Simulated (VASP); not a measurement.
The system is MnO2.

```
Mn O
1.0
     2.90416    0.00000    0.00000
     0.00000    3.84481    0.00000
     0.00000    0.00000    6.16426
Mn O
2 4
Direct
  0.50000 0.50000 0.34330
  0.00000 0.00000 0.65670
  0.50000 0.00000 0.83757
  0.00000 0.50000 0.16243
  0.50000 0.00000 0.42180
  0.00000 0.50000 0.57820
```

Base run:

* Program: VASP 6.6.1
* Functional: r2SCAN
* Potentials or basis: VASP PAW PBE potentials, release 64 (Mn_pv, O)
* Cutoff: 520 eV
* k mesh: 7 × 5 × 4
* Occupations: fermi-dirac, width 0.05 eV
* Spin: collinear spin, ferromagnetic start
* Starting moments: [4.0, 4.0, 0.0, 0.0, 0.0, 0.0] μB

Its results: band gap on the k mesh zero (filled and empty bands overlap); pressure -11.6 GPa; largest force 0.892 eV/Å.

Question: The run is repeated on the same cell with these changes: spin from collinear spin, ferromagnetic start to no spin polarisation; further incar settings from ALGO = Normal; EDIFF = 1e-06; NBANDS = 38 to ALGO = Normal; EDIFF = 1e-07; NBANDS = 34. What comes out?

Answer: Band gap on the k mesh zero (bands 25 and 26 overlap by 0.35 eV); pressure -21.6 GPa; largest force 3.260 eV/Å.

Caveats: the PAW data sets were made with another functional, which shifts forces and pressure a little; semilocal functionals often make such compounds metallic where correlation or magnetic order opens a gap, which also shifts bond lengths; the stress differs along the axes, from -15 to -9 GPa (at least some runs); the run started ferromagnetic, and an antiferromagnetic order may lie lower in energy (at least some runs); the stress differs along the axes, from -26 to -16 GPa (at least some runs).
